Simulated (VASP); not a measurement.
Runs of VASP 6.6.1 on V. The structure is that of space group Fd-3m (No. 227), or close to it. The cells are those of the table. 

| task | cell | k mesh | cutoff (eV) | gap on the mesh (eV) | pressure (GPa) |
| --- | --- | --- | --- | --- | --- |
| single point | a = 3.575 Å, angles 60.0°, 2 atoms | 12 × 12 × 12 | 520 | none | (a) |
| single point | a = 3.675 Å, angles 60.0°, 2 atoms | 10 × 10 × 10 | 520 | none | 0.6 |
| single point | a = 3.675 Å, angles 60.0°, 2 atoms | 17 × 17 × 17 | 520 | none | 0.5 |
| single point | a = 3.817 Å, angles 60.0°, 2 atoms | 12 × 12 × 12 | 520 | none | -6.3 |
| relaxation of cell and atoms | relaxed from a = 3.751 Å, angles 60.0°, 2 atoms | 10 × 10 × 10 | 600 | none | 0.0 |

Alike in all rows: level PBEsol; potentials or basis VASP PAW PBE potentials, release 64 (V_sv); no spin polarisation; smearing fermi-dirac 0.1 eV.

Task: Fill in the values left out.

Result: (a) 8.0.

Caveats: the PAW data sets were made with another functional, which shifts forces and pressure a little.

A gap of «none» marks levels without a gap at the run's occupations.
